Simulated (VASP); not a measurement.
A run of VASP 6.6.1 is set up as follows.

File INCAR:

```
PREC     = Accurate       # precision mode
ENCUT    = 520            # plane-wave cutoff, eV
EDIFF    = 1E-6           # SCF threshold, eV
ISMEAR   = 0              # smearing method
SIGMA    = 0.05           # smearing width, eV
LREAL    = False          # projectors in reciprocal space
LASPH    = True           # aspherical terms in the spheres
NELM     = 80             # most SCF steps
ALGO     = Normal         # electronic algorithm
ISIF     = 2              # what is computed and relaxed
LWAVE    = False          # write WAVECAR
LCHARG   = False          # write CHGCAR
GGA      = PE             # functional
NBANDS   = 15             # bands
```

Contents of KPOINTS:

```
Automatic mesh
0
Gamma
  6 6 6
```

Contents of POSCAR:

```
KBr
1.0
    0.1028906250      3.2925000000      3.2925000000
    3.3953906250      0.0000000000      3.3953906250
    3.2925000000      3.2925000000      0.1028906250
K Br
1 1
Direct
    0.0000000000      0.0000000000      0.0000000000
    0.5000000000      0.5000000000      0.5000000000
```

Potentials or basis: VASP PAW PBE potentials, release 64 (K_sv, Br).

Command:

```console
$ cat potpaw_PBE.64/K_sv/POTCAR potpaw_PBE.64/Br/POTCAR > POTCAR
$ mpirun -np 1 vasp_std > vasp.out
```

**Question.** Estimate the band gap on the k mesh.

**Answer.** 4.37 eV, direct.

**Question.** Estimate the pressure.

**Answer.** 0.9 GPa.

Stress tensor (GPa, compression positive):
```
 0.88  0.00 -0.31
 0.00  0.85  0.00
-0.31  0.00  0.88
```

Caveat: the cell differs from its parent crystal (strain +0.0625 x Voigt [0, 0, 0, 0, 1, 0]).
